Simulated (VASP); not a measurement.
A run of VASP 6.6.1:

File INCAR:

```
SYSTEM = Hf
  PREC = Accurate
  ENCUT = 520
  EDIFF = 1E-6
  ISMEAR = -1
  SIGMA = 0.1
  LREAL = .FALSE.
  LASPH = .TRUE.
  NELM = 60
  ALGO = Normal
  ISIF = 2
  LWAVE = .FALSE.
  LCHARG = .TRUE.
  LELF = .TRUE.
  LVHAR = .TRUE.
  NBANDS = 17
```

Contents of KPOINTS:

```
Automatic mesh
0
G
  3 3 2
  0 0 0
```

Contents of POSCAR:

```
Hf
1.0
    3.1183974891      0.0000000000      0.0000000000
   -1.5591987445      2.7006114446      0.0000000000
    0.0000000000      0.0000000000      4.9475473504
Hf
2
Direct
    0.3333333333      0.6666666667      0.2500000000
    0.6666666667      0.3333333333      0.7500000000
```

Potentials or basis: VASP PAW LDA potentials, release 64 (Hf_pv).

The run is started by

```console
$ cat potpaw_LDA.64/Hf_pv/POTCAR > POTCAR
$ mpirun -np 1 vasp_std > vasp.out
```

Hardware: 1 thread of AMD EPYC 7R13, with other jobs on the host.

Q: Estimate the wall time of this run.

A: Run time: 13 s on 1 thread of AMD EPYC 7R13, on a shared host, peak memory 0.11 GiB. Counts: scf iterations 12, k points 6.
